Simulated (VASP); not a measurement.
# TaC (Fm-3m) in VASP: a series of runs

The runs below take TaC through single point, with PBE.

All numbers are computed with VASP 6.6.1; they aren't measurements. Logs are shortened: lines on timing, memory, paths and dates and some standing lists are left out, and cuts for length are marked.

## 1. The cell of the first run

The structure is cubic, space group Fm-3m (No. 225). Conventional cell: a = 4.446 Å, b = 4.446 Å, c = 4.446 Å, α = 90.00°, β = 90.00°, γ = 90.00°. Ta (site symmetry m-3m) has 6 C at 2.22 Å within 2.9 Å. Within 2.9 Å of C (site symmetry m-3m) lie 6 Ta at 2.22 Å.

## 2. Single point, PBE

The input, INCAR:

```
PREC = Accurate
ENCUT = 600
EDIFF = 1E-6
ISMEAR = -1
SIGMA = 0.1
LREAL = F
LASPH = T
NELM = 120
ALGO = Normal
ISIF = 2
LWAVE = F
LCHARG = F
GGA = PE
NBANDS = 14
GGA_COMPAT = F
```

The input, KPOINTS:

```
regular mesh
0
Gamma
  11 11 11
```

The input, POSCAR:

```
TaC
1.0
    0.0000000000      2.2230000000      2.2230000000
    2.2230000000      0.0000000000      2.2230000000
    2.2230000000      2.2230000000      0.0000000000
Ta C
1 1
Direct
    0.0000000000      0.0000000000      0.0000000000
    0.5000000000      0.5000000000      0.5000000000
```

Potentials or basis: VASP PAW PBE potentials, release 64 (Ta_pv, C).

Launch:

```
$ cat potpaw_PBE.64/Ta_pv/POTCAR potpaw_PBE.64/C/POTCAR > POTCAR
$ mpirun -np 1 vasp_std > vasp.out
```

OUTCAR:

```text
PREC = Accurate
   ENCUT = 600
   EDIFF = 1E-6
   ISMEAR = -1
   LREAL = F
   LASPH = T
   NELM = 120
   ISIF = 2
   GGA = PE

 ion  position               nearest neighbor table
   1  0.000  0.000  0.000-   2 2.22   2 2.22   2 2.22   2 2.22   2 2.22   2 2.22
   2  0.500  0.500  0.500-   1 2.22   1 2.22   1 2.22   1 2.22   1 2.22   1 2.22

  LATTYP: Found a face centered cubic cell.
 ALAT       =     4.4460000000

  Lattice vectors:

 A1 = (   0.0000000000,   2.2230000000,   2.2230000000)
 A2 = (   2.2230000000,   0.0000000000,   2.2230000000)
 A3 = (   2.2230000000,   2.2230000000,   0.0000000000)

Analysis of symmetry for initial positions (statically):
=====================================================================
 Subroutine PRICEL returns:
 Original cell was already a primitive cell.

 Routine SETGRP: Setting up the symmetry group for a
 face centered cubic supercell.

 Subroutine GETGRP returns: Found 48 space group operations
 (whereof 48 operations were pure point group operations)
 out of a pool of 48 trial point group operations.

The static configuration has the point symmetry O_h .

Analysis of symmetry for dynamics (positions and initial velocities):
=====================================================================
 Subroutine PRICEL returns:
 Original cell was already a primitive cell.

 Routine SETGRP: Setting up the symmetry group for a
 face centered cubic supercell.

 Subroutine GETGRP returns: Found 48 space group operations
 (whereof 48 operations were pure point group operations)
 out of a pool of 48 trial point group operations.

The dynamic configuration has the point symmetry O_h .

 Subroutine INISYM returns: Found 48 space group operations
 (whereof 48 operations are pure point group operations),
 and found     1 'primitive' translations

----------------------------------------------------------------------------------------

                                     Primitive cell

  volume of cell :      21.9709

  direct lattice vectors                    reciprocal lattice vectors
     0.000000000  2.223000000  2.223000000    -0.224921278  0.224921278  0.224921278
     2.223000000  0.000000000  2.223000000     0.224921278 -0.224921278  0.224921278
     2.223000000  2.223000000  0.000000000     0.224921278  0.224921278 -0.224921278

  length of vectors
     3.143796749  3.143796749  3.143796749     0.389575080  0.389575080  0.389575080

  position of ions in fractional coordinates (direct lattice)
     0.000000000  0.000000000  0.000000000
     0.500000000  0.500000000  0.500000000

  ion indices of the primitive-cell ions
   primitive index   ion index
                 1           1
                 2           2

----------------------------------------------------------------------------------------

 KPOINTS: regular mesh

Automatic generation of k-mesh.
 Grid dimensions read from file:
 generate k-points for:   11   11   11

 Generating k-lattice:

  Cartesian coordinates                     Fractional coordinates (reciprocal lattice)
    -0.020447389  0.020447389  0.020447389     0.090909091  0.000000000  0.000000000
     0.020447389 -0.020447389  0.020447389     0.000000000  0.090909091  0.000000000
     0.020447389  0.020447389 -0.020447389     0.000000000  0.000000000  0.090909091

  Length of vectors
     0.035415916  0.035415916  0.035415916

  Shift w.r.t. Gamma in fractional coordinates (k-lattice)
     0.000000000  0.000000000  0.000000000

 Subroutine IBZKPT returns following result:
 ===========================================

 Found     56 irreducible k-points:

 Following reciprocal coordinates:
            Coordinates               Weight
  0.000000  0.000000  0.000000      1.000000
  0.090909  0.000000  0.000000      8.000000
  0.181818  0.000000  0.000000      8.000000
  0.272727  0.000000  0.000000      8.000000
  0.363636  0.000000  0.000000      8.000000
  0.454545  0.000000  0.000000      8.000000
[... 16 lines left out ...]
 -0.272727  0.181818  0.000000     24.000000
 -0.181818  0.181818  0.000000     12.000000
 [... further k-points ...]
   k-points           NKPTS =     56   k-points in BZ     NKDIM =     56   number of bands    NBANDS=     14
   number of dos      NEDOS =    301   number of ions     NIONS =      2
   total plane-waves  NPLWV =  21952
   dimension x,y,z NGX =    28 NGY =   28 NGZ =   28
   dimension x,y,z NGXF=    56 NGYF=   56 NGZF=   56
   ions per type =               1   1
   NGX,Y,Z   is equivalent  to a cutoff of  14.81, 14.81, 14.81 a.u.
   NGXF,Y,Z  is equivalent  to a cutoff of  29.61, 29.61, 29.61 a.u.
 SYSTEM =  unknown system
   PREC   = accura    normal or accurate (medium, high low for compatibility)
   ISTART =      0    job   : 0-new  1-cont  2-samecut
   ICHARG =      2    charge: 1-file 2-atom 10-const
   ISPIN  =      1    spin polarized calculation?
   LNONCOLLINEAR =      F non collinear calculations
   LSORBIT =      F    spin-orbit coupling
   LASPH  =      T    aspherical Exc in radial PAW
   ENCUT  =  600.0 eV  44.10 Ry    6.64 a.u.   6.28  6.28  6.28*2*pi/ulx,y,z
   NELM   =    120;   NELMIN=  2; NELMDL= -5     # of ELM steps
   EDIFF  = 0.1E-05   stopping-criterion for ELM
   LREAL  =      F    real-space projection
   EDIFFG = 0.1E-04   stopping-criterion for IOM
   NSW    =      0    number of steps for IOM
   IBRION =     -1    ionic relax: 0-MD 1-quasi-New 2-CG
   NFREE  =      0    steps in history (QN), initial steepest desc. (CG)
   ISIF   =      2    stress and relaxation
   ISYM   =      2    0-nonsym 1-usesym 2-fastsym
   POTIM  = 0.5000    time-step for ionic-motion
   TEBEG  =    0.0;   TEEND  =   0.0 temperature during run
   PSTRESS=    0.0 pullay stress
   NELECT =      15.0000    total number of electrons
   NUPDOWN=      -1.0000    fix difference up-down
   EMIN   =  10.00;   EMAX   =-10.00  energy-range for DOS
   EFERMI =   0.00;   METHOD = LEGACY
   ISMEAR =    -1;   SIGMA  =   0.10  broadening in eV -4-tet -1-fermi 0-gaus
   EFERMI_NEDOS =   21; number of points for ismear=-14 and -15
   IALGO  =     38    algorithm
   IMIX   =      4    mixing-type and parameters
     AMIX     =   0.40;   BMIX     =  1.00
     AMIX_MAG =   1.60;   BMIX_MAG =  1.00
  volume/ion in A,a.u.               =      10.99        74.13
  Fermi-wavevector in a.u.,A,eV,Ry     =   1.441526  2.724089 28.272865  2.077997
  Thomas-Fermi vector in A             =   2.560148
   LORBIT       =      0    0 simple, 1 ext, 2 COOP (PROOUT), +10 PAW based schemes
   GGA     = PE    functional components
   LHFCALC =     F    Hartree Fock is set to
   AEXX    =    0.0000 exact exchange contribution
   IVDW    =     0    specifies the selected vdW correction
   LEPSILON=     F    determine dielectric tensor
   LRPA    =     F    only Hartree local field effects (RPA)
 non-spin polarized calculation
  energy-cutoff  :      600.00
  volume of cell :       21.97
 maximum number of plane-waves:       751
 NGX is ok and might be reduce to    28
   NGX = 13   NGY = 13   NGZ = 13

 number of electron      14.9999999 magnetization

 Free energy of the ion-electron system (eV)
  ---------------------------------------------------
  ext. energy  EPLUGINS =         0.00000000
  ---------------------------------------------------
  free energy    TOTEN  =       -22.20226942 eV

  energy without entropy =      -22.18126447  energy(sigma->0) =      -22.19176694

 E-fermi :   8.5143     XC(G=0): -13.2355

 val. band max:        8.4890803799   @ k =  -0.1818   0.1818   0.0000
 cond. band min:       8.5472915383   @ k =   0.0909   0.0000   0.0000
 fundamental gap:      0.0582111584
 Fermi energy:         8.5143118102

 k-point     1 :       0.0000    0.0000    0.0000
  band No.  band energies     occupation
      1     -26.5866      2.00000
      2     -26.5866      2.00000
      3     -26.5866      2.00000
      4      -6.4068      2.00000
      5       7.1165      2.00000
      6       7.1165      2.00000
      7       7.1165      2.00000
      8       7.9697      1.99141
      9       7.9697      1.99141
     10       7.9697      1.99141
     11       9.1229      0.00454
     12       9.1229      0.00454
     13      15.1052      0.00000
     14      18.5162      0.00000

 k-point     2 :       0.0909    0.0000    0.0000
  band No.  band energies     occupation
      1     -26.6482      2.00000
      2     -26.5928      2.00000
      3     -26.5928      2.00000
      4      -6.1722      2.00000
      5       6.0581      2.00000
      6       6.4827      2.00000
      7       6.4827      2.00000
      8       7.6336      1.99970
      9       7.6336      1.99970
     10       8.5473      0.83658
     11      10.5595      0.00000
     12      10.5595      0.00000
     13      15.5471      0.00000
     14      19.1038      0.00000

 k-point     3 :       0.1818    0.0000    0.0000
  band No.  band energies     occupation
      1     -26.8101      2.00000
      2     -26.6092      2.00000
      3     -26.6092      2.00000
      4      -5.5069      2.00000
      5       4.4397      2.00000
      6       5.1652      2.00000
      7       5.1652      2.00000
      8       8.2055      1.91281
      9       8.2055      1.91281
     10       9.0816      0.00685
     11      12.6536      0.00000
     12      12.6536      0.00000
     13      16.5266      0.00000
     14      20.5425      0.00000
[... 324 lines left out ...]
 k-point    23 :      -0.2727    0.1818    0.0000
  band No.  band energies     occupation
      1     -27.1103      2.00000
      2     -26.8085      2.00000
      3     -26.6478      2.00000
      4      -3.3948      2.00000
      5       1.4518      2.00000
      6       3.4074      2.00000
      7       3.7155      2.00000
      8       9.3184      0.00064
      9      10.7169      0.00000
     10      11.6534      0.00000
     11      13.4667      0.00000
     12      17.0770      0.00000
     13      18.1151      0.00000
     14      21.4553      0.00000

 k-point    24 :      -0.1818    0.1818    0.0000
  band No.  band energies     occupation
      1     -26.9920      2.00000
      2     -26.7495      2.00000
      3     -26.6197      2.00000
      4      -4.2817      2.00000
      5       2.5295      2.00000
      6       3.8049      2.00000
      7       4.1785      2.00000
      8       8.4891      1.12549
      9      10.5421      0.00000
     10      10.6828      0.00000
     11      12.2445      0.00000
     12      16.6110      0.00000
     13      17.5172      0.00000
     14      21.4672      0.00000

 [... further k-points ...]
[... 5 lines left out ...]
  --------------------------------------------------------------------------------------
  -------------------------------------------------------------------------------------
  Total        1.0181810      1.0181810      1.0181810     -0.0000000     -0.0000000      0.0000000
  in kB       74.2484183     74.2484183     74.2484183     -0.0000000     -0.0000000      0.0000000
  external PRESSURE =      74.2484183 kB  Pullay stress =       0.0000000 kB

 VOLUME and BASIS-vectors are now :
 -----------------------------------------------------------------------------
  energy-cutoff  :      600.00
  volume of cell :       21.97
      direct lattice vectors                 reciprocal lattice vectors
     0.000000000  2.223000000  2.223000000    -0.224921278  0.224921278  0.224921278
     2.223000000  0.000000000  2.223000000     0.224921278 -0.224921278  0.224921278
     2.223000000  2.223000000  0.000000000     0.224921278  0.224921278 -0.224921278

 POSITION                                       TOTAL-FORCE (eV/Angst)
 -----------------------------------------------------------------------------------
      0.00000      0.00000      0.00000        -0.000000     -0.000000      0.000000
      2.22300      2.22300      2.22300         0.000000      0.000000     -0.000000
 -----------------------------------------------------------------------------------
    total drift:                                0.000000      0.000000      0.000000

  FREE ENERGIE OF THE ION-ELECTRON SYSTEM (eV)
  ---------------------------------------------------
  free  energy   TOTEN  =       -22.2022694175 eV

  energy  without entropy=      -22.1812644667  energy(sigma->0) =      -22.19176694
```

Wall time 16 s (1 thread of Intel Xeon Platinum 8488C (Sapphire Rapids), shared host); peak memory 0.17 GiB.

Results:

```
Free energy            : -22.2023 eV
Pressure               : 7.4 GPa
Band gap on the k mesh : zero (an odd number of electrons rules out a gap without spin polarisation)
```

Caveat: the cell stands under pressure; spin-orbit coupling is left out, which moves the levels of the heavy elements.

(Part 1 of 2 ends here.)
